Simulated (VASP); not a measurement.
A run of VASP 6.6.1 is set up as follows.

File INCAR:

```
SYSTEM = NaCl
PREC = Accurate
ENCUT = 520
EDIFF = 1E-6
ISMEAR = 0
SIGMA = 0.01
LREAL = .FALSE.
LASPH = .TRUE.
NELM = 80
ALGO = Normal
ISIF = 2
LWAVE = .FALSE.
LCHARG = .FALSE.
GGA = PS
NBANDS = 14
```

KPOINTS

```
Automatic mesh
0
G
  8 8 8
  0 0 0
```

The input POSCAR:

```
NaCl
1.0
    2.7729429712      2.7729429712      0.0000000000
   -2.7729429712      2.7729429712      0.0000000000
    0.0000000000      2.7729429712      2.8155149406
Na Cl
1 1
Direct
    0.0000000000      0.0000000000      0.0000000000
    0.5000000000      0.5000000000      0.0000000000
```

Potentials or basis: VASP PAW PBE potentials, release 64 (Na_pv, Cl).

Launch:

```sh
$ cat potpaw_PBE.64/Na_pv/POTCAR potpaw_PBE.64/Cl/POTCAR > POTCAR
$ mpirun -np 1 vasp_std > vasp.out
```

Predict the band gap on the k mesh.

5.06 eV.

Estimate the pressure.

0.4 GPa.

Stress tensor (GPa, compression positive):
```
 0.68  0.00  0.00
 0.00  0.68  0.00
 0.00  0.00 -0.03
```

Caveat: the cell differs from its parent crystal (film at in-plane strain -0.01); the PAW data sets were made with another functional, which shifts forces and pressure a little.
